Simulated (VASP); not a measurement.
# Nb (Fm-3m) in VASP: a series of runs

The runs below take Nb through electric field gradients, with PBE.

All numbers are computed with VASP 6.6.1; they aren't measurements. Logs are shortened: lines on timing, memory, paths and dates and some standing lists are left out, and cuts for length are marked.

## 1. The cell of the first run

It takes space group Fm-3m (No. 225, cubic). The conventional cell has a = 4.244 Å, b = 4.244 Å, c = 4.244 Å, α = 90.00°, β = 90.00°, γ = 90.00°. Within 4.0 Å of Nb (site symmetry m-3m) lie 12 Nb at 3.00 Å.

## 2. Electric field gradients, PBE (volume scaled by 1.01)

Input file INCAR:

```
  ALGO = Normal
  EDIFF = 1E-8
  ENCUT = 520
  GGA = PE
  ISIF = 2
  ISMEAR = -1
  LASPH = T
  LCHARG = F
  LEFG = T
  LREAL = F
  LWAVE = F
  NBANDS = 12
  NELM = 60
  PREC = Accurate
  SIGMA = 0.08
```

Input file KPOINTS:

```
k-points
0
Gamma
  13 13 13
```

Input file POSCAR:

```
Nb
1.0
    0.0000000000      2.1220266297      2.1220266297
    2.1220266297      0.0000000000      2.1220266297
    2.1220266297      2.1220266297      0.0000000000
Nb
1
Direct
    0.0000000000      0.0000000000      0.0000000000
```

Potentials or basis: VASP PAW PBE potentials, release 64 (Nb_sv).

Started as:

```
cat potpaw_PBE.64/Nb_sv/POTCAR > POTCAR
mpirun -np 1 vasp_std > vasp.out
```

OUTCAR:

```text
EDIFF = 1E-8
   ENCUT = 520
   GGA = PE
   ISIF = 2
   ISMEAR = -1
   LASPH = T
   LREAL = F
   NELM = 60
   PREC = Accurate

 ion  position               nearest neighbor table
   1  0.000  0.000  0.000-

  LATTYP: Found a face centered cubic cell.
 ALAT       =     4.2440532594

  Lattice vectors:

 A1 = (   0.0000000000,   2.1220266297,   2.1220266297)
 A2 = (   2.1220266297,   0.0000000000,   2.1220266297)
 A3 = (   2.1220266297,   2.1220266297,   0.0000000000)

Analysis of symmetry for initial positions (statically):
=====================================================================
 Subroutine PRICEL returns:
 Original cell was already a primitive cell.

 Routine SETGRP: Setting up the symmetry group for a
 face centered cubic supercell.

 Subroutine GETGRP returns: Found 48 space group operations
 (whereof 48 operations were pure point group operations)
 out of a pool of 48 trial point group operations.

The static configuration has the point symmetry O_h .

Analysis of symmetry for dynamics (positions and initial velocities):
=====================================================================
 Subroutine PRICEL returns:
 Original cell was already a primitive cell.

 Routine SETGRP: Setting up the symmetry group for a
 face centered cubic supercell.

 Subroutine GETGRP returns: Found 48 space group operations
 (whereof 48 operations were pure point group operations)
 out of a pool of 48 trial point group operations.

The dynamic configuration has the point symmetry O_h .

 Subroutine INISYM returns: Found 48 space group operations
 (whereof 48 operations are pure point group operations),
 and found     1 'primitive' translations

----------------------------------------------------------------------------------------

                                     Primitive cell

  volume of cell :      19.1110

  direct lattice vectors                    reciprocal lattice vectors
     0.000000000  2.122026630  2.122026630    -0.235623810  0.235623810  0.235623810
     2.122026630  0.000000000  2.122026630     0.235623810 -0.235623810  0.235623810
     2.122026630  2.122026630  0.000000000     0.235623810  0.235623810 -0.235623810

  length of vectors
     3.000998839  3.000998839  3.000998839     0.408112411  0.408112411  0.408112411

  position of ions in fractional coordinates (direct lattice)
     0.000000000  0.000000000  0.000000000

  ion indices of the primitive-cell ions
   primitive index   ion index
                 1           1

----------------------------------------------------------------------------------------

 KPOINTS: k-points

Automatic generation of k-mesh.
 Grid dimensions read from file:
 generate k-points for:   13   13   13

 Generating k-lattice:

  Cartesian coordinates                     Fractional coordinates (reciprocal lattice)
    -0.018124908  0.018124908  0.018124908     0.076923077  0.000000000  0.000000000
     0.018124908 -0.018124908  0.018124908     0.000000000  0.076923077  0.000000000
     0.018124908  0.018124908 -0.018124908     0.000000000  0.000000000  0.076923077

  Length of vectors
     0.031393262  0.031393262  0.031393262

  Shift w.r.t. Gamma in fractional coordinates (k-lattice)
     0.000000000  0.000000000  0.000000000

 Subroutine IBZKPT returns following result:
 ===========================================

 Found     84 irreducible k-points:

 Following reciprocal coordinates:
            Coordinates               Weight
  0.000000  0.000000  0.000000      1.000000
  0.076923  0.000000  0.000000      8.000000
  0.153846  0.000000  0.000000      8.000000
  0.230769  0.000000  0.000000      8.000000
  0.307692  0.000000  0.000000      8.000000
  0.384615  0.000000  0.000000      8.000000
[... 16 lines left out ...]
  0.384615  0.153846  0.000000     24.000000
  0.461538  0.153846  0.000000     24.000000
 [... further k-points ...]
   k-points           NKPTS =     84   k-points in BZ     NKDIM =     84   number of bands    NBANDS=     12
   number of dos      NEDOS =    301   number of ions     NIONS =      1
   total plane-waves  NPLWV =  13824
   dimension x,y,z NGX =    24 NGY =   24 NGZ =   24
   dimension x,y,z NGXF=    48 NGYF=   48 NGZF=   48
   ions per type =               1
   NGX,Y,Z   is equivalent  to a cutoff of  13.30, 13.30, 13.30 a.u.
   NGXF,Y,Z  is equivalent  to a cutoff of  26.59, 26.59, 26.59 a.u.
 SYSTEM =  unknown system
   PREC   = accura    normal or accurate (medium, high low for compatibility)
   ISTART =      0    job   : 0-new  1-cont  2-samecut
   ICHARG =      2    charge: 1-file 2-atom 10-const
   ISPIN  =      1    spin polarized calculation?
   LNONCOLLINEAR =      F non collinear calculations
   LSORBIT =      F    spin-orbit coupling
   LASPH  =      T    aspherical Exc in radial PAW
   ENCUT  =  520.0 eV  38.22 Ry    6.18 a.u.   5.58  5.58  5.58*2*pi/ulx,y,z
   NELM   =     60;   NELMIN=  2; NELMDL= -5     # of ELM steps
   EDIFF  = 0.1E-07   stopping-criterion for ELM
   LREAL  =      F    real-space projection
   EDIFFG = 0.1E-06   stopping-criterion for IOM
   NSW    =      0    number of steps for IOM
   IBRION =     -1    ionic relax: 0-MD 1-quasi-New 2-CG
   NFREE  =      0    steps in history (QN), initial steepest desc. (CG)
   ISIF   =      2    stress and relaxation
   ISYM   =      2    0-nonsym 1-usesym 2-fastsym
   POTIM  = 0.5000    time-step for ionic-motion
   TEBEG  =    0.0;   TEEND  =   0.0 temperature during run
   PSTRESS=    0.0 pullay stress
   NELECT =      13.0000    total number of electrons
   NUPDOWN=      -1.0000    fix difference up-down
   EMIN   =  10.00;   EMAX   =-10.00  energy-range for DOS
   EFERMI =   0.00;   METHOD = LEGACY
   ISMEAR =    -1;   SIGMA  =   0.08  broadening in eV -4-tet -1-fermi 0-gaus
   EFERMI_NEDOS =   21; number of points for ismear=-14 and -15
   IALGO  =     38    algorithm
   IMIX   =      4    mixing-type and parameters
     AMIX     =   0.40;   BMIX     =  1.00
     AMIX_MAG =   1.60;   BMIX_MAG =  1.00
  volume/ion in A,a.u.               =      19.11       128.97
  Fermi-wavevector in a.u.,A,eV,Ry     =   1.439777  2.720783 28.204289  2.072957
  Thomas-Fermi vector in A             =   2.558594
   LORBIT       =      0    0 simple, 1 ext, 2 COOP (PROOUT), +10 PAW based schemes
   GGA     = PE    functional components
[... 5 lines left out ...]
 non-spin polarized calculation
  energy-cutoff  :      520.00
  volume of cell :       19.11
 maximum number of plane-waves:       533
   NGX = 11   NGY = 11   NGZ = 11

 number of electron      13.0000000 magnetization

 Free energy of the ion-electron system (eV)
  ---------------------------------------------------
  ext. energy  EPLUGINS =         0.00000000
  ---------------------------------------------------
  free energy    TOTEN  =        -9.90610090 eV

  energy without entropy =       -9.87307990  energy(sigma->0) =       -9.88959040

 E-fermi :  10.7005     XC(G=0): -12.2006

 val. band max:       10.6785665328   @ k =   0.4615   0.1538   0.0000
 cond. band min:      10.7008893830   @ k =  -0.3846   0.2308   0.0769
 fundamental gap:      0.0223228502
 Fermi energy:        10.7004540221

 k-point     1 :       0.0000    0.0000    0.0000
  band No.  band energies     occupation
      1     -44.1037      2.00000
      2     -19.5231      2.00000
      3     -19.5231      2.00000
      4     -19.5231      2.00000
      5       4.5350      2.00000
      6      10.8290      0.33407
      7      10.8290      0.33407
      8      10.8290      0.33407
      9      13.3569      0.00000
     10      13.3569      0.00000
     11      22.5145      0.00000
     12      27.2123      0.00000

 k-point     2 :       0.0769    0.0000    0.0000
  band No.  band energies     occupation
      1     -44.0936      2.00000
      2     -19.5913      2.00000
      3     -19.5316      2.00000
      4     -19.5316      2.00000
      5       4.7501      2.00000
      6      10.6649      1.21847
      7      10.9265      0.11188
      8      10.9265      0.11188
      9      13.2726      0.00000
     10      13.2726      0.00000
     11      22.9421      0.00000
     12      26.3334      0.00000
[... 301 lines left out ...]
 k-point    23 :       0.3846    0.1538    0.0000
  band No.  band energies     occupation
      1     -43.9481      2.00000
      2     -20.3554      2.00000
      3     -19.7404      2.00000
      4     -19.7185      2.00000
      5       7.4289      2.00000
      6       9.5116      2.00000
      7      10.4715      1.89188
      8      11.6835      0.00001
      9      14.4259      0.00000
     10      14.9590      0.00000
     11      22.7209      0.00000
     12      25.1732      0.00000

 k-point    24 :       0.4615    0.1538    0.0000
  band No.  band energies     occupation
      1     -43.9203      2.00000
      2     -20.5023      2.00000
      3     -19.7947      2.00000
      4     -19.7275      2.00000
      5       7.5637      2.00000
      6       9.7304      1.99999
      7      10.6786      1.13595
      8      11.4556      0.00016
      9      15.3368      0.00000
     10      15.7487      0.00000
     11      21.2499      0.00000
     12      24.1338      0.00000

 [... further k-points ...]
[... 5 lines left out ...]
  --------------------------------------------------------------------------------------
  -------------------------------------------------------------------------------------
  Total       -0.3548843     -0.3548843     -0.3548843     -0.0000000     -0.0000000      0.0000000
  in kB      -29.7519146    -29.7519146    -29.7519146     -0.0000000     -0.0000000      0.0000000
  external PRESSURE =     -29.7519146 kB  Pullay stress =       0.0000000 kB

 VOLUME and BASIS-vectors are now :
 -----------------------------------------------------------------------------
  energy-cutoff  :      520.00
  volume of cell :       19.11
      direct lattice vectors                 reciprocal lattice vectors
     0.000000000  2.122026630  2.122026630    -0.235623810  0.235623810  0.235623810
     2.122026630  0.000000000  2.122026630     0.235623810 -0.235623810  0.235623810
     2.122026630  2.122026630  0.000000000     0.235623810  0.235623810 -0.235623810

 POSITION                                       TOTAL-FORCE (eV/Angst)
 -----------------------------------------------------------------------------------
      0.00000      0.00000      0.00000         0.000000      0.000000      0.000000
 -----------------------------------------------------------------------------------
    total drift:                                0.000000      0.000000     -0.000000

  FREE ENERGIE OF THE ION-ELECTRON SYSTEM (eV)
  ---------------------------------------------------
  free  energy   TOTEN  =        -9.9061008998 eV

  energy  without entropy=       -9.8730798989  energy(sigma->0) =       -9.88959040

 Electric field gradients (V/A^2)
---------------------------------------------------------------------
 ion       V_xx      V_yy      V_zz      V_xy      V_xz      V_yz
---------------------------------------------------------------------
   1      -0.000    -0.000    -0.000     0.000     0.000     0.000
---------------------------------------------------------------------

 Electric field gradients after diagonalization (V/A^2)
 (convention: |V_zz| > |V_xx| > |V_yy|)
----------------------------------------------------------------------
 ion       V_xx      V_yy      V_zz     asymmetry (V_yy - V_xx)/ V_zz
----------------------------------------------------------------------
   1      -0.000    -0.000     0.000       0.000
----------------------------------------------------------------------

           NMR quadrupolar parameters

 Cq : quadrupolar parameter    Cq=e*Q*V_zz/h
 eta: asymmetry parameters     (V_yy - V_xx)/ V_zz
 Q  : nuclear electric quadrupole moment in mb (millibarn)
----------------------------------------------------------------------
 ion       Cq(MHz)       eta       Q (mb)
----------------------------------------------------------------------
   1       0.000       0.000       1.000
----------------------------------------------------------------------
```

Wall time 9.8 s (1 thread of Intel Xeon 6975P-C, shared host); peak memory 0.15 GiB.

What came out:

* Free energy: -9.9061 eV
* Pressure: -3.0 GPa

Levels at points of the mesh, in eV from the Fermi level:
| k point | band 2 | band 3 | band 4 | band 5 | band 6 | band 7 | band 8 | band 9 | band 10 | band 11 |
| --- | --- | --- | --- | --- | --- | --- | --- | --- | --- | --- |
| (0.00, 0.00, 0.00) | -30.22 | -30.22 | -30.22 | -6.17 | 0.13 | 0.13 | 0.13 | 2.66 | 2.66 | 11.81 |

Caveat: without QUAD_EFG the Cq values of the log hold for a quadrupole moment of 1 mb, not for the nuclei.

(Part 1 of 3 ends here.)
